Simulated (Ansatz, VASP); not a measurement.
## ZnSe: VASP beside Ansatz

```xyz
2
Lattice="0.0000 2.8659 2.8659 2.8659 0.0000 2.8659 2.8659 2.8659 0.0000" Properties=species:S:1:pos:R:3 pbc="T T T"
Zn    0.0000    0.0000    0.0000
Se    4.2988    4.2988    4.2988
```

Alike in both runs: task single point; functional PBEsol; k mesh 8 × 8 × 8; occupations gaussian, width 0.02 eV; no spin polarisation.

|  | VASP | Ansatz |
| --- | --- | --- |
| version | VASP 6.6.1 | Ansatz 0.2.0 |
| potentials or method | VASP PAW PBE potentials, release 64 (Zn, Se), cutoff 500 eV | scalar-relativistic, plane waves, PAW |
| valence electrons in the cell | 18 | 28 |

```tsv
	VASP	Ansatz	Ansatz less VASP
gap on the k mesh at the Fermi level (eV)	1.04	1.04	-0.002
pressure (GPa)	-2.8	-3.0	-0.21
```

VASP's potentials were made for PBE, not for PBEsol. VASP's potentials hold 18 valence electrons a cell and Ansatz's 28, so a difference there can come from the potentials and not from the codes.
